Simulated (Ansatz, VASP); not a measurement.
## WSe2: VASP beside Ansatz

```xyz
6
Lattice="3.2790 0.0000 0.0000 -1.6395 2.8397 0.0000 0.0000 0.0000 12.7886" Properties=species:S:1:pos:R:3 pbc="T T T"
W     0.0000    1.8931    3.1972
W     1.6395    0.9466    9.5915
Se   -0.0259    1.8782    7.9337
Se    1.6395    0.9466    1.5128
Se    0.0000    1.8931   11.2758
Se    1.6395    0.9466    4.8815
```

Alike in both runs: task single point; functional PBE; dispersion D3(BJ); k mesh 12 × 12 × 2; occupations gaussian, width 0.05 eV; no spin polarisation.

|  | VASP | Ansatz |
| --- | --- | --- |
| version | VASP 6.6.1 | Ansatz 0.2.0 |
| potentials or method | VASP PAW PBE potentials, release 64 (W_sv, Se), cutoff 520 eV | scalar-relativistic, plane waves, PAW |
| valence electrons in the cell | 52 | 92 |

|  | VASP | Ansatz | Ansatz less VASP |
| --- | --- | --- | --- |
| gap on the k mesh at the Fermi level (eV) | 0.89 | 0.89 | +0.005 |
| least direct gap on the mesh (eV) | 1.52 | 1.53 | +0.004 |
| pressure (GPa) | 0.9 | 0.6 | -0.33 |
| traceless stress, the component that is largest in VASP (GPa) | -0.52 | -0.51 | +0.003 |
| rms of the force components (eV/Å) | 0.183 | 0.173 | -0.0100 |

Atom by atom the forces differ by 0.023 eV/Å (rms over components). VASP's potentials hold 52 valence electrons a cell and Ansatz's 92, so a difference there can come from the potentials and not from the codes.

Spin-orbit coupling is off throughout.
